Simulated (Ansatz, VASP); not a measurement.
## Two plane-wave programs on In2GaP3

```
CELL_PARAMETERS angstrom
2.65991 1.53570 5.63715
-2.65991 1.53570 5.63715
0.00000 -3.07140 5.63715
ATOMIC_POSITIONS crystal
In 0.19242 0.19242 0.19242
In 0.80758 0.80758 0.80758
Ga 0.00000 0.00000 0.00000
P 0.50000 0.50000 0.00000
P 0.00000 0.50000 0.50000
P 0.50000 0.00000 0.50000
```

Alike in both runs: functional PBE; k mesh 6 × 6 × 6; occupations gaussian, width 0.1 eV; no spin polarisation.

Ansatz relaxed the structure, and its values are those at the end. VASP's run is a single point on that final structure, the one shown.

```csv
,VASP,Ansatz
version,VASP 6.6.1,Ansatz 0.2.0
potentials or method,"VASP PAW PBE potentials, release 64 (In_d, Ga_d, P), cutoff 520 eV","scalar-relativistic, plane waves, PAW"
valence electrons in the cell,54,54
```

```tsv
	VASP	Ansatz	Ansatz less VASP
gap on the k mesh at the Fermi level (eV)	none	none	-
pressure (GPa)	0.1	0.1	+0.03
```

A gap of «none» marks a metal or a gap that the smearing closes. The functional is the same, so the differences come from potentials, cutoffs and numerics.
